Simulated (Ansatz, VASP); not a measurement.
**Ge in VASP and in Ansatz**

File INCAR:

```
  PREC = Accurate
  ENCUT = 520
  EDIFF = 1E-8
  ISMEAR = -1
  SIGMA = 0.05
  LREAL = False
  LASPH = True
  NELM = 60
  ALGO = Normal
  ISIF = 2
  LWAVE = False
  LCHARG = False
  GGA = PE
  LEFG = True
  NBANDS = 21
```

Contents of KPOINTS:

```
regular mesh
0
Gamma
  10 10 10
```

POSCAR

```
Ge
1.0
   -0.0282877000      2.8146261500      2.8146261500
    2.8146261500     -0.0282877000      2.8146261500
    2.8146261500      2.8146261500     -0.0282877000
Ge
2
Direct
    0.5000000000      0.5000000000      0.5000000000
    0.7500000000      0.7500000000      0.7500000000
```

Input for Ansatz:

```yaml
crystal:
  lattice:
    - [-0.0282877, 2.81462615, 2.81462615]
    - [2.81462615, -0.0282877, 2.81462615]
    - [2.81462615, 2.81462615, -0.0282877]
  atoms:
    - { symbol: Ge, position: [0.5, 0.5, 0.5] }
    - { symbol: Ge, position: [0.75, 0.75, 0.75] }
kpoints:
  mp_grid: { grid: [10, 10, 10] }
scf:
  occupations: { method: fermi_dirac, width: 0.05 }
hamiltonian:
  xc: pbe
  pseudopotentials: { kind: paw }
output:
  forces: true
  stress: true
  eigenvalues: true
  efg: { contact_densities: true }
```

Change from the starting cell: equal xy, yz and zx shear strains of -1 %, PAW files.

Alike in both runs: task electric field gradients; functional PBE; k mesh 10 × 10 × 10; occupations fermi-dirac, width 0.05 eV; no spin polarisation.

|  | VASP | Ansatz |
| --- | --- | --- |
| version | VASP 6.6.1 | Ansatz 0.2.0 |
| potentials or method | VASP PAW PBE potentials, release 64 (Ge_d) | PAW with Ansatz's default frozen-core files, scalar-relativistic |
| plane-wave cutoff (eV) | 520 | 420 |
| valence electrons in the cell | 28 | 28 |

Ansatz gave:

| Item | Value |
| --- | --- |
| pressure (GPa) | 3.7 |
| traceless stress, the component that is largest in VASP (GPa) | 0.87 |
| rms of the force components (eV/Å) | 0.099 |
| size of Vzz on the site where it differs most (V/Å²) | 9.9 |

What did VASP give for the same quantities?

Pressure (GPa): 3.6; traceless stress, the component that is largest in VASP (GPa): 0.87; rms of the force components (eV/Å): 0.098; size of Vzz on the site where it differs most (V/Å²): 9.9.

Atom by atom the forces differ by 0.001 eV/Å (rms over components).
